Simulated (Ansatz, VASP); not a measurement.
**One calculation of Rh, two programs**

```
Rh
1.0
    -1.53497    1.53497    1.53497
     1.53497   -1.53497    1.53497
     1.53497    1.53497   -1.53497
Rh
1
Direct
  0.00000 0.00000 0.00000
```

Alike in both runs: functional PBE; k mesh 8 × 8 × 8; occupations gaussian, width 0.1 eV; no spin polarisation.

Ansatz relaxed the structure, and its values are those at the end. VASP's run is a single point on that final structure, the one shown.

|  | VASP | Ansatz |
| --- | --- | --- |
| version | VASP 6.6.1 | Ansatz 0.2.0 |
| potentials or method | VASP PAW PBE potentials, release 64 (Rh_pv), cutoff 520 eV | scalar-relativistic, plane waves, PAW |
| valence electrons in the cell | 15 | 17 |

VASP gave:

| Property | Result |
| --- | --- |
| gap on the k mesh at the Fermi level (eV) | none |
| pressure (GPa) | 0.1 |

Task: What did Ansatz give for the same quantities?

Result: gap on the k mesh at the Fermi level (eV): none; pressure (GPa): 0.0.

A gap of «none» marks a metal or a gap that the smearing closes. With one functional, cell and mesh, what is left measures potentials, basis and numerics. VASP's potentials hold 15 valence electrons a cell and Ansatz's 17, so a difference there can come from the potentials and not from the codes.

The k mesh is coarse, so the values compare programs but aren't converged.
